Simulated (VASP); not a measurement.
A run of VASP 6.6.1:

Contents of INCAR:

```
PREC     = Accurate       # precision mode
ENCUT    = 600            # plane-wave cutoff, eV
EDIFF    = 1E-6           # SCF threshold, eV
ISMEAR   = -1             # smearing method
SIGMA    = 0.02           # smearing width, eV
LREAL    = F              # projectors in reciprocal space
LASPH    = T              # aspherical terms in the spheres
NELM     = 120            # most SCF steps
ALGO     = Normal         # electronic algorithm
ISIF     = 2              # what is computed and relaxed
LWAVE    = F              # write WAVECAR
LCHARG   = F              # write CHGCAR
GGA      = PE             # functional
NBANDS   = 44             # bands
GGA_COMPAT= F
```

The input KPOINTS:

```
Automatic mesh
0
Gamma
  2 2 2
```

File POSCAR:

```
H3CF
1.0
    4.2207454041      0.0000000000     -0.3444302273
    0.0000000000      7.9985511771      0.0000000000
   -3.3606814025      0.0000000000      7.1420729149
H C F
12 4 4
Direct
    0.1568434930      0.6483116518      0.3749003634
    0.8431565070      0.1483116518      0.1250996366
    0.8431565070      0.3516883482      0.6250996366
    0.1568434930      0.8516883482      0.8749003634
    0.8937705998      0.6370869426      0.1119022180
    0.1062294002      0.1370869426      0.3880977820
    0.1062294002      0.3629130574      0.8880977820
    0.8937705998      0.8629130574      0.6119022180
    0.7253281604      0.5406644689      0.2579897755
    0.2746718396      0.0406644689      0.2420102245
    0.2746718396      0.4593355311      0.7420102245
    0.7253281604      0.9593355311      0.7579897755
    0.8819867906      0.6452808938      0.2473079349
    0.1180132094      0.1452808938      0.2526920651
    0.1180132094      0.3547191062      0.7526920651
    0.8819867906      0.8547191062      0.7473079349
    0.7032151023      0.7957014776      0.2432019153
    0.2967848977      0.2957014776      0.2567980847
    0.2967848977      0.2042985224      0.7567980847
    0.7032151023      0.7042985224      0.7432019153
```

Potentials or basis: VASP PAW PBE potentials, release 64 (H, C, F).

Command:

```sh
$ cat potpaw_PBE.64/H/POTCAR potpaw_PBE.64/C/POTCAR potpaw_PBE.64/F/POTCAR > POTCAR
$ mpirun -np 1 vasp_std > vasp.out
```

Hardware: 1 thread of Intel Xeon 8259CL (shared host).

How long does it take, and how much memory?

Run time: 4.1 min on 1 thread of Intel Xeon 8259CL, on a shared host, peak memory 0.41 GiB. Counts: scf iterations 14, k points 8.
